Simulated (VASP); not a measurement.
# SiNi (R3) in VASP: further runs, part 2 of 2

VASP 6.6.1.

### 3 Single point, PBEsol (atom 1 (Si) moved -0.150 Å towards its neighbour atom 5 (Ni) at 2.341 Å)

INCAR

```
  ALGO = Normal
  EDIFF = 1E-6
  ENCUT = 520
  GGA = PS
  ISIF = 2
  ISMEAR = 0
  LASPH = T
  LCHARG = F
  LREAL = F
  LWAVE = F
  NBANDS = 38
  NELM = 60
  PREC = Accurate
  SIGMA = 0.15
```

KPOINTS

```
k-points
0
Gamma
  10 10 10
```

POSCAR

```
SiNi
1.0
    4.4679769961      0.0000000000      0.0000000000
    0.0000000000      4.4679769961      0.0000000000
    0.0000000000      0.0000000000      4.4679769961
Si Ni
4 4
Direct
    0.8270815864      0.8270815864      0.8270815864
    0.6535354713      0.1535354713      0.3464645287
    0.3464645287      0.6535354713      0.1535354713
    0.1535354713      0.3464645287      0.6535354713
    0.1489904887      0.1489904887      0.1489904887
    0.3510095113      0.8510095113      0.6489904887
    0.6489904887      0.3510095113      0.8510095113
    0.8510095113      0.6489904887      0.3510095113
```

Potentials or basis: VASP PAW PBE potentials, release 64 (Si, Ni).

Launch:

```
> cat potpaw_PBE.64/Si/POTCAR potpaw_PBE.64/Ni/POTCAR > POTCAR
> mpirun -np 1 vasp_std > vasp.out
```

OUTCAR:

```text
EDIFF = 1E-6
   ENCUT = 520
   GGA = PS
   ISIF = 2
   ISMEAR = 0
   LASPH = T
   LREAL = F
   NELM = 60
   PREC = Accurate

 ion  position               nearest neighbor table
   1  0.827  0.827  0.827-   6 2.27   7 2.27   8 2.27   6 2.47   7 2.47   8 2.47   5 2.49   3 2.71
                             4 2.71   2 2.71   2 2.85   4 2.85   3 2.85
   2  0.654  0.154  0.346-   6 2.34   5 2.38   7 2.38   8 2.38   7 2.42   8 2.42   5 2.42   1 2.71
                             3 2.76   3 2.76   4 2.76   4 2.76   1 2.85
   3  0.346  0.654  0.154-   7 2.34   6 2.38   5 2.38   8 2.38   8 2.42   6 2.42   5 2.42   1 2.71
                             4 2.76   2 2.76   2 2.76   4 2.76   1 2.85
   4  0.154  0.346  0.654-   8 2.34   6 2.38   7 2.38   5 2.38   6 2.42   5 2.42   7 2.42   1 2.71
                             3 2.76   2 2.76   2 2.76   3 2.76   1 2.85
   5  0.149  0.149  0.149-   2 2.38   3 2.38   4 2.38   2 2.42   3 2.42   4 2.42   1 2.49   6 2.75
                             7 2.75   8 2.75   6 2.75   8 2.75   7 2.75
   6  0.351  0.851  0.649-   1 2.27   2 2.34   3 2.38   4 2.38   3 2.42   4 2.42   1 2.47   8 2.75
                             5 2.75   5 2.75   7 2.75   7 2.75   8 2.75
   7  0.649  0.351  0.851-   1 2.27   3 2.34   2 2.38   4 2.38   4 2.42   2 2.42   1 2.47   8 2.75
                             5 2.75   8 2.75   6 2.75   6 2.75   5 2.75
   8  0.851  0.649  0.351-   1 2.27   4 2.34   3 2.38   2 2.38   2 2.42   3 2.42   1 2.47   7 2.75
                             5 2.75   7 2.75   5 2.75   6 2.75   6 2.75
[... 207 lines left out ...]
      2       3.2207      2.00000
      3       3.3006      2.00000
      4       3.3006      2.00000
      5       5.7242      2.00000
      6       5.7242      2.00000
[... 973 lines left out ...]
     37      16.6060      0.00000
     38      16.8847      0.00000

 [... further k-points ...]
[... 5 lines left out ...]
  --------------------------------------------------------------------------------------
  -------------------------------------------------------------------------------------
  Total        0.6712075      0.6712075      0.6712075     -0.1022460     -0.1022460     -0.1022460
  in kB       12.0568701     12.0568701     12.0568701     -1.8366406     -1.8366406     -1.8366406
  external PRESSURE =      12.0568701 kB  Pullay stress =       0.0000000 kB

 VOLUME and BASIS-vectors are now :
 -----------------------------------------------------------------------------
  energy-cutoff  :      520.00
  volume of cell :       89.19
      direct lattice vectors                 reciprocal lattice vectors
     4.467976996  0.000000000  0.000000000     0.223814939  0.000000000  0.000000000
     0.000000000  4.467976996  0.000000000     0.000000000  0.223814939  0.000000000
     0.000000000  0.000000000  4.467976996     0.000000000  0.000000000  0.223814939

 POSITION                                       TOTAL-FORCE (eV/Angst)
 -----------------------------------------------------------------------------------
      3.69538      3.69538      3.69538         1.043426      1.043426      1.043426
      2.91998      0.68599      1.54800         0.031804     -0.076379     -0.145306
      1.54800      2.91998      0.68599        -0.145306      0.031804     -0.076379
      0.68599      1.54800      2.91998        -0.076379     -0.145306      0.031804
      0.66569      0.66569      0.66569        -0.222183     -0.222183     -0.222183
      1.56830      3.80229      2.89967        -0.493260      0.015701     -0.153803
      2.89967      1.56830      3.80229        -0.153803     -0.493260      0.015701
      3.80229      2.89967      1.56830         0.015701     -0.153803     -0.493260
 -----------------------------------------------------------------------------------
    total drift:                                0.000007      0.000007      0.000007

  FREE ENERGIE OF THE ION-ELECTRON SYSTEM (eV)
  ---------------------------------------------------
  free  energy   TOTEN  =       -51.4584613404 eV

  energy  without entropy=      -51.4292020908  energy(sigma->0) =      -51.44383172
```

OSZICAR:

```text
N       E                     dE             d eps       ncg     rms          rms(c)
DAV:   1     0.369724619824E+03    0.36972E+03   -0.24254E+04 13072   0.177E+03
DAV:   2    -0.261430504810E+02   -0.39587E+03   -0.37968E+03 13078   0.372E+02
DAV:   3    -0.569799197406E+02   -0.30837E+02   -0.29649E+02 14600   0.123E+02
DAV:   4    -0.580263818802E+02   -0.10465E+01   -0.10380E+01 15920   0.209E+01
DAV:   5    -0.580596008472E+02   -0.33219E-01   -0.33205E-01 16084   0.354E+00    0.286E+01
DAV:   6    -0.640355065988E+02   -0.59759E+01   -0.11490E+02 15420   0.154E+02    0.325E+01
DAV:   7    -0.513482323601E+02    0.12687E+02   -0.39078E+01 15426   0.105E+02    0.630E+00
DAV:   8    -0.516820732380E+02   -0.33384E+00   -0.58596E+00 20344   0.273E+01    0.514E+00
DAV:   9    -0.516628901760E+02    0.19183E-01   -0.16436E+00 16812   0.338E+01    0.499E+00
DAV:  10    -0.514567255523E+02    0.20616E+00   -0.77881E-01 16074   0.169E+01    0.696E-01
DAV:  11    -0.514591757540E+02   -0.24502E-02   -0.65120E-02 16662   0.222E+00    0.348E-01
DAV:  12    -0.514586409302E+02    0.53482E-03   -0.74741E-03 14788   0.123E+00    0.163E-01
DAV:  13    -0.514585767631E+02    0.64167E-04   -0.19789E-03 15236   0.726E-01    0.105E-01
DAV:  14    -0.514584737120E+02    0.10305E-03   -0.17153E-04 15132   0.237E-01    0.405E-02
DAV:  15    -0.514584611990E+02    0.12513E-04   -0.66938E-05 18710   0.951E-02    0.998E-03
DAV:  16    -0.514584613404E+02   -0.14139E-06   -0.57582E-06 14120   0.195E-02
   1 F= -.51458461E+02 E0= -.51443832E+02  d E =-.292592E-01
```

Wall time 4.6 min (1 thread of Intel Xeon 6975P-C (Granite Rapids), shared host); peak memory 0.52 GiB.

Results:

```yaml
Free_energy: -51.4585 eV
Pressure: 1.2 GPa
Largest_force: 1.807 eV/Å
Band_gap_on_the_k_mesh: zero (bands 28 and 29 overlap by 1.25 eV)
```

Forces on the atoms (eV/Å):
```
Si   1.043  1.043  1.043
Si   0.032 -0.076 -0.145
Si  -0.145  0.032 -0.076
Si  -0.076 -0.145  0.032
Ni  -0.222 -0.222 -0.222
Ni  -0.493  0.016 -0.154
Ni  -0.154 -0.493  0.016
Ni   0.016 -0.154 -0.493
```

Caveat: the cell differs from its parent crystal (atom 1 (Si) moved -0.150 Å towards its neighbour atom 5 (Ni) at 2.341 Å); the PAW data sets were made with another functional, which shifts forces and pressure a little. Spin polarisation is off, so any magnetic state and its effect on volume and gap are missing.
